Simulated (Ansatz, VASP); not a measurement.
## Fe in VASP and in Ansatz

```
Fe
1.0
    -1.44300    1.44300    1.44300
     1.44300   -1.44300    1.44300
     1.44300    1.44300   -1.44300
Fe
1
Direct
  0.00000 0.00000 0.00000
```

Alike in both runs: task single point; functional PBEsol-based global hybrid with a share of 0.25 of exact exchange; k mesh 7 × 7 × 7; occupations fermi-dirac, width 0.05 eV; collinear spin.

|  | VASP | Ansatz |
| --- | --- | --- |
| version | VASP 6.6.1 | Ansatz 0.2.0 |
| potentials or method | VASP PAW PBE potentials, release 64 (Fe) | Ansatz PAW |
| plane-wave cutoff (eV) | 520 | 420 |
| valence electrons in the cell | 8 | 16 |

```csv
,VASP,Ansatz,Ansatz less VASP
gap on the k mesh at the Fermi level (eV),none,none,-
pressure (GPa),-1.9,-2.2,-0.30
net moment per atom (μB),2.86,2.86,-0.001
size of the moment on the site where the two differ most (μB),2.91,3.06,+0.148
```

VASP's potentials were made for PBE, not for PBEsol-based global hybrid. Site moments also hang on the region over which each program counts them. A gap of «none» marks a metal or a gap that the smearing closes. VASP's potentials hold 8 valence electrons a cell and Ansatz's 16, so a difference there can come from the potentials and not from the codes.

The k mesh is coarse, so the values compare programs but aren't converged. Noted on Ansatz's run: the magnetic or orbital state may not be the lowest.
